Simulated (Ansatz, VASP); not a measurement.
## One calculation of Ag, two programs

File INCAR:

```
SYSTEM = Ag
  PREC = Accurate
  ENCUT = 520
  EDIFF = 1E-6
  ISMEAR = 0
  SIGMA = 0.026000000000000002
  LREAL = .False.
  LASPH = .True.
  NELM = 100
  ALGO = Normal
  ISIF = 2
  LWAVE = .False.
  LCHARG = .False.
  GGA = PE
  NBANDS = 12
```

The input KPOINTS:

```
regular mesh
0
Gamma
  11 11 11
  0 0 0
```

POSCAR

```
Ag
1.0
   -1.6556540000      1.6556540000      1.6556540000
    1.6556540000     -1.6556540000      1.6556540000
    1.6556540000      1.6556540000     -1.6556540000
Ag
1
Direct
    0.0000000000      0.0000000000      0.0000000000
```

The input input.yaml:

```yaml
crystal:
  lattice:
    - [-1.655654, 1.655654, 1.655654]
    - [1.655654, -1.655654, 1.655654]
    - [1.655654, 1.655654, -1.655654]
  atoms:
    - { symbol: Ag, position: [0.0, 0.0, 0.0] }
hamiltonian:
  xc: pbe
  pseudopotentials: { kind: paw }
kpoints:
  mp_grid: { grid: [11, 11, 11] }
scf:
  occupations: { method: gaussian, width: 0.026 }
output:
  forces: true
  stress: true
  eigenvalues: true
```

Alike in both runs: task single point; functional PBE; k mesh 11 × 11 × 11; occupations gaussian, width 0.026 eV; no spin polarisation.

|  | VASP | Ansatz |
| --- | --- | --- |
| version | VASP 6.6.1 | Ansatz 0.2.0 |
| potentials or method | VASP PAW PBE potentials, release 64 (Ag) | Ansatz PAW |
| plane-wave cutoff (eV) | 520 | 420 |
| valence electrons in the cell | 11 | 19 |

VASP gave:

```
gap on the k mesh at the Fermi level (eV) : none
pressure (GPa)                            : -0.9
```

What did Ansatz give for the same quantities?

gap on the k mesh at the Fermi level (eV): none; pressure (GPa): -0.8.

A gap of «none» marks a metal or a gap that the smearing closes. With one functional, cell and mesh, what is left measures potentials, basis and numerics. VASP's potentials hold 11 valence electrons a cell and Ansatz's 19, so a difference there can come from the potentials and not from the codes.
